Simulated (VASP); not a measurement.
# MgO (Pmma) in VASP: notebook

Runs on MgO. Level: PBE. Tasks: single point, relaxation of cell and atoms.

All numbers are computed with VASP 6.6.1; they aren't measurements. Logs are shortened: lines on timing, memory, paths and dates and some standing lists are left out, and cuts for length are marked.

### Step 1. The cell of the first run

Symmetry: Pmma, No. 51, orthorhombic system. Conventional cell: a = 6.200 Å, b = 3.530 Å, c = 3.343 Å, α = 90.00°, β = 90.00°, γ = 90.00°. Mg (site symmetry mm2) has 6 O at 1.95 to 2.65 Å and 4 Mg at 2.63 Å within 2.7 Å. Within 2.3 Å of Mg (site symmetry 2/m) lie 4 O at 1.77 to 1.95 Å. O (site symmetry mm2) has 6 Mg at 1.95 to 2.65 Å and 4 O at 2.63 Å within 2.7 Å. Within 2.3 Å of O (site symmetry 2/m) lie 4 Mg at 1.77 to 1.95 Å.

The cell was built from a structure type or drawn by symmetry, and may not be a known phase.

### Step 2. Single point, PBE

Contents of INCAR:

```
SYSTEM = MgO
  PREC = Accurate
  ENCUT = 520
  EDIFF = 1E-6
  ISMEAR = 0
  SIGMA = 0.1
  LREAL = .FALSE.
  LASPH = .TRUE.
  NELM = 60
  ALGO = Normal
  ISIF = 2
  LWAVE = .FALSE.
  LCHARG = .FALSE.
  GGA = PE
  NBANDS = 26
```

Contents of KPOINTS:

```
regular mesh
0
G
  4 6 6
  0 0 0
```

Contents of POSCAR:

```
MgO
1.0
    6.2001982200      0.0000000000      0.0000000000
    0.0000000000      3.5303118600      0.0000000000
    0.0000000000      0.0000000000      3.3427267700
Mg O
4 4
Direct
    0.7500000000      0.0000000000      0.3554073800
    0.0000000000      0.5000000000      0.0000000000
    0.2500000000      0.0000000000      0.6445926200
    0.5000000000      0.5000000000      0.0000000000
    0.7500000000      0.5000000000      0.6445926200
    0.0000000000      0.0000000000      0.0000000000
    0.2500000000      0.5000000000      0.3554073800
    0.5000000000      0.0000000000      0.0000000000
```

Potentials or basis: VASP PAW PBE potentials, release 64 (Mg, O).

Run with:

```sh
cat potpaw_PBE.64/Mg/POTCAR potpaw_PBE.64/O/POTCAR > POTCAR
mpirun -np 1 vasp_std > vasp.out
```

OUTCAR:

```text
SYSTEM = MgO
   PREC = Accurate
   ENCUT = 520
   EDIFF = 1E-6
   ISMEAR = 0
   LREAL = .FALSE.
   LASPH = .TRUE.
   NELM = 60
   ISIF = 2
   GGA = PE

 ion  position               nearest neighbor table
   1  0.750  0.000  0.355-   6 1.95   8 1.95   5 2.01   5 2.01   2 2.63   2 2.63   4 2.63   4 2.63
                             6 2.65   8 2.65   4 3.19   4 3.19   2 3.19   2 3.19   3 3.25   3 3.25
   2  0.000  0.500  0.000-   6 1.77   6 1.77   7 1.95   5 1.95   1 2.63   1 2.63   3 2.63   3 2.63
                             7 2.65   5 2.65   4 3.10   4 3.10   3 3.19   3 3.19   1 3.19   1 3.19
   3  0.250  0.000  0.645-   6 1.95   8 1.95   7 2.01   7 2.01   2 2.63   2 2.63   4 2.63   4 2.63
                             8 2.65   6 2.65   4 3.19   2 3.19   2 3.19   4 3.19   1 3.25   1 3.25
   4  0.500  0.500  0.000-   8 1.77   8 1.77   5 1.95   7 1.95   1 2.63   1 2.63   3 2.63   3 2.63
                             7 2.65   5 2.65   2 3.10   2 3.10   3 3.19   3 3.19   1 3.19   1 3.19
   5  0.750  0.500  0.645-   2 1.95   4 1.95   1 2.01   1 2.01   4 2.65   2 2.65
   6  0.000  0.000  0.000-   2 1.77   2 1.77   3 1.95   1 1.95   1 2.65   3 2.65
   7  0.250  0.500  0.355-   2 1.95   4 1.95   3 2.01   3 2.01   2 2.65   4 2.65
   8  0.500  0.000  0.000-   4 1.77   4 1.77   1 1.95   3 1.95   1 2.65   3 2.65

  LATTYP: Found a simple orthorhombic cell.
 ALAT       =     3.3427267700
 B/A-ratio  =     1.0561173865
 C/A-ratio  =     1.8548324905

  Lattice vectors:

 A1 = (   0.0000000000,   0.0000000000,  -3.3427267700)
 A2 = (   0.0000000000,   3.5303118600,   0.0000000000)
 A3 = (   6.2001982200,   0.0000000000,   0.0000000000)

Analysis of symmetry for initial positions (statically):
=====================================================================
 Subroutine PRICEL returns:
 Original cell was already a primitive cell.

 Routine SETGRP: Setting up the symmetry group for a
 simple orthorhombic supercell.

 Subroutine GETGRP returns: Found  8 space group operations
 (whereof  4 operations were pure point group operations)
 out of a pool of  8 trial point group operations.

The static configuration has the point symmetry C_2h.
 The point group associated with its full space group is D_2h.

Analysis of symmetry for dynamics (positions and initial velocities):
=====================================================================
 Subroutine PRICEL returns:
 Original cell was already a primitive cell.

 Routine SETGRP: Setting up the symmetry group for a
 simple orthorhombic supercell.

 Subroutine GETGRP returns: Found  8 space group operations
 (whereof  4 operations were pure point group operations)
 out of a pool of  8 trial point group operations.

The dynamic configuration has the point symmetry C_2h.
 The point group associated with its full space group is D_2h.

 Subroutine INISYM returns: Found  8 space group operations
 (whereof  4 operations are pure point group operations),
 and found     1 'primitive' translations

----------------------------------------------------------------------------------------

                                     Primitive cell

  volume of cell :      73.1677

  direct lattice vectors                    reciprocal lattice vectors
     6.200198220  0.000000000  0.000000000     0.161285166  0.000000000  0.000000000
     0.000000000  3.530311860  0.000000000     0.000000000  0.283261094  0.000000000
     0.000000000  0.000000000  3.342726770     0.000000000  0.000000000  0.299156966

  length of vectors
     6.200198220  3.530311860  3.342726770     0.161285166  0.283261094  0.299156966

  position of ions in fractional coordinates (direct lattice)
     0.750000000  0.000000000  0.355407380
     0.000000000  0.500000000  0.000000000
     0.250000000  0.000000000  0.644592620
     0.500000000  0.500000000  0.000000000
     0.750000000  0.500000000  0.644592620
     0.000000000  0.000000000  0.000000000
     0.250000000  0.500000000  0.355407380
     0.500000000  0.000000000  0.000000000

  ion indices of the primitive-cell ions
   primitive index   ion index
                 1           1
                 2           2
                 3           3
                 4           4
                 5           5
                 6           6
                 7           7
                 8           8

----------------------------------------------------------------------------------------

 KPOINTS: regular mesh

Automatic generation of k-mesh.
 Grid dimensions read from file:
 generate k-points for:    4    6    6

 Generating k-lattice:

  Cartesian coordinates                     Fractional coordinates (reciprocal lattice)
     0.040321292  0.000000000  0.000000000     0.250000000  0.000000000  0.000000000
     0.000000000  0.047210182  0.000000000     0.000000000  0.166666667  0.000000000
     0.000000000  0.000000000  0.049859494     0.000000000  0.000000000  0.166666667

  Length of vectors
     0.040321292  0.047210182  0.049859494

  Shift w.r.t. Gamma in fractional coordinates (k-lattice)
     0.000000000  0.000000000  0.000000000

 Subroutine IBZKPT returns following result:
 ===========================================

 Found     48 irreducible k-points:

 Following reciprocal coordinates:
            Coordinates               Weight
  0.000000  0.000000  0.000000      1.000000
  0.250000  0.000000  0.000000      2.000000
  0.500000  0.000000  0.000000      1.000000
  0.000000  0.166667  0.000000      2.000000
  0.250000  0.166667  0.000000      4.000000
  0.500000  0.166667  0.000000      2.000000
[... 16 lines left out ...]
  0.250000  0.500000  0.166667      4.000000
  0.500000  0.500000  0.166667      2.000000
 [... further k-points ...]
   k-points           NKPTS =     48   k-points in BZ     NKDIM =     48   number of bands    NBANDS=     26
   number of dos      NEDOS =    301   number of ions     NIONS =      8
   total plane-waves  NPLWV =  37632
   dimension x,y,z NGX =    48 NGY =   28 NGZ =   28
   dimension x,y,z NGXF=    96 NGYF=   56 NGZF=   56
   ions per type =               4   4
   NGX,Y,Z   is equivalent  to a cutoff of  12.87, 13.19, 13.93 a.u.
   NGXF,Y,Z  is equivalent  to a cutoff of  25.74, 26.37, 27.85 a.u.
 SYSTEM =  MgO
   PREC   = accura    normal or accurate (medium, high low for compatibility)
   ISTART =      0    job   : 0-new  1-cont  2-samecut
   ICHARG =      2    charge: 1-file 2-atom 10-const
   ISPIN  =      1    spin polarized calculation?
   LNONCOLLINEAR =      F non collinear calculations
   LSORBIT =      F    spin-orbit coupling
   LASPH  =      T    aspherical Exc in radial PAW
   ENCUT  =  520.0 eV  38.22 Ry    6.18 a.u.  11.53  6.56  6.22*2*pi/ulx,y,z
   NELM   =     60;   NELMIN=  2; NELMDL= -5     # of ELM steps
   EDIFF  = 0.1E-05   stopping-criterion for ELM
   LREAL  =      F    real-space projection
   EDIFFG = 0.1E-04   stopping-criterion for IOM
   NSW    =      0    number of steps for IOM
   IBRION =     -1    ionic relax: 0-MD 1-quasi-New 2-CG
   NFREE  =      0    steps in history (QN), initial steepest desc. (CG)
   ISIF   =      2    stress and relaxation
   ISYM   =      2    0-nonsym 1-usesym 2-fastsym
   POTIM  = 0.5000    time-step for ionic-motion
   TEBEG  =    0.0;   TEEND  =   0.0 temperature during run
   PSTRESS=    0.0 pullay stress
   NELECT =      32.0000    total number of electrons
   NUPDOWN=      -1.0000    fix difference up-down
   EMIN   =  10.00;   EMAX   =-10.00  energy-range for DOS
   EFERMI =   0.00;   METHOD = LEGACY
   ISMEAR =     0;   SIGMA  =   0.10  broadening in eV -4-tet -1-fermi 0-gaus
   EFERMI_NEDOS =   21; number of points for ismear=-14 and -15
   IALGO  =     38    algorithm
   IMIX   =      4    mixing-type and parameters
     AMIX     =   0.40;   BMIX     =  1.00
     AMIX_MAG =   1.60;   BMIX_MAG =  1.00
  volume/ion in A,a.u.               =       9.15        61.72
  Fermi-wavevector in a.u.,A,eV,Ry     =   1.242658  2.348283 21.010104  1.544199
  Thomas-Fermi vector in A             =   2.377003
   LORBIT       =      0    0 simple, 1 ext, 2 COOP (PROOUT), +10 PAW based schemes
   GGA     = PE    functional components
   LHFCALC =     F    Hartree Fock is set to
   AEXX    =    0.0000 exact exchange contribution
   IVDW    =     0    specifies the selected vdW correction
   LEPSILON=     F    determine dielectric tensor
   LRPA    =     F    only Hartree local field effects (RPA)
 non-spin polarized calculation
 Gauss-broadening in eV      SIGMA  =   0.10
  energy-cutoff  :      520.00
  volume of cell :       73.17
 maximum number of plane-waves:      1986
 NGX is ok and might be reduce to    48
   NGX = 23   NGY = 13   NGZ = 13

 number of electron      32.0000018 magnetization

 Free energy of the ion-electron system (eV)
  ---------------------------------------------------
  ext. energy  EPLUGINS =         0.00000000
  ---------------------------------------------------
  free energy    TOTEN  =       -42.39886184 eV

  energy without entropy =      -42.39886184  energy(sigma->0) =      -42.39886184

 E-fermi :   4.4413     XC(G=0): -11.0790

 val. band max:        4.0099542364   @ k =   0.0000   0.0000   0.0000
 cond. band min:       7.2579919572   @ k =   0.0000   0.0000   0.0000
 fundamental gap:      3.2480377209
 Fermi energy:         4.4413232971

 k-point     1 :       0.0000    0.0000    0.0000
  band No.  band energies     occupation
      1     -14.1454      2.00000
      2     -13.1284      2.00000
      3     -12.5872      2.00000
      4     -12.0089      2.00000
      5      -0.0282      2.00000
      6       0.1511      2.00000
[... 18 lines left out ...]
     25      17.5599      0.00000
     26      17.6318      0.00000

 k-point     2 :       0.2500    0.0000    0.0000
  band No.  band energies     occupation
      1     -14.0449      2.00000
      2     -13.3855      2.00000
      3     -12.3944      2.00000
      4     -12.0451      2.00000
      5       0.0947      2.00000
      6       0.2637      2.00000
[... 18 lines left out ...]
     25      17.5483      0.00000
[... 608 lines left out ...]
     25      17.0761      0.00000
     26      17.3186      0.00000

 k-point    24 :       0.5000    0.5000    0.1667
  band No.  band energies     occupation
      1     -12.9670      2.00000
      2     -12.9670      2.00000
      3     -12.5567      2.00000
      4     -12.5567      2.00000
      5      -0.4893      2.00000
      6      -0.4893      2.00000
[... 18 lines left out ...]
     25      17.8315      0.00000
     26      17.8315      0.00000

 [... further k-points ...]
[... 5 lines left out ...]
  --------------------------------------------------------------------------------------
  -------------------------------------------------------------------------------------
  Total       15.4275689     35.9682405     -0.2032774      0.0000000      0.0000000      0.0000000
  in kB      337.8224852    787.6082391     -4.4512306      0.0000000      0.0000000      0.0000000
  external PRESSURE =     373.6598312 kB  Pullay stress =       0.0000000 kB

 VOLUME and BASIS-vectors are now :
 -----------------------------------------------------------------------------
  energy-cutoff  :      520.00
  volume of cell :       73.17
      direct lattice vectors                 reciprocal lattice vectors
     6.200198220  0.000000000  0.000000000     0.161285166  0.000000000  0.000000000
     0.000000000  3.530311860  0.000000000     0.000000000  0.283261094  0.000000000
     0.000000000  0.000000000  3.342726770     0.000000000  0.000000000  0.299156966

 POSITION                                       TOTAL-FORCE (eV/Angst)
 -----------------------------------------------------------------------------------
      4.65015      0.00000      1.18803         0.000000     -0.000000      2.348148
      0.00000      1.76516      0.00000         0.000000     -0.000000     -0.000000
      1.55005      0.00000      2.15470         0.000000     -0.000000     -2.348148
      3.10010      1.76516      0.00000         0.000000     -0.000000     -0.000000
      4.65015      1.76516      2.15470        -0.000000     -0.000000     -3.020087
      0.00000      0.00000      0.00000         0.000000     -0.000000     -0.000000
      1.55005      1.76516      1.18803         0.000000      0.000000      3.020087
      3.10010      0.00000      0.00000         0.000000     -0.000000     -0.000000
 -----------------------------------------------------------------------------------
    total drift:                                0.000000      0.000000      0.000000

  FREE ENERGIE OF THE ION-ELECTRON SYSTEM (eV)
  ---------------------------------------------------
  free  energy   TOTEN  =       -42.3988618426 eV

  energy  without entropy=      -42.3988618426  energy(sigma->0) =      -42.39886184
```

It took 2 min on 1 thread of Intel Xeon Platinum 8259CL at 2.50GHz (Skylake/Cascade Lake), shared host; peak memory 0.21 GiB.

What came out:

| Property | Result |
| --- | --- |
| Free energy | -42.3989 eV |
| Pressure | 37.4 GPa |
| Largest force | 3.020 eV/Å |
| Band gap on the k mesh | 3.25 eV |

Forces on the atoms (eV/Å):
```
Mg   0.000  0.000  2.348
Mg   0.000  0.000  0.000
Mg   0.000  0.000 -2.348
Mg   0.000  0.000  0.000
O    0.000  0.000 -3.020
O    0.000  0.000  0.000
O    0.000  0.000  3.020
O    0.000  0.000  0.000
```

Caveat: the cell stands under pressure; forces of over 1 eV/Å act on the atoms, so gaps and moduli don't describe the material at rest.

(Continued in part 2 of 2.)
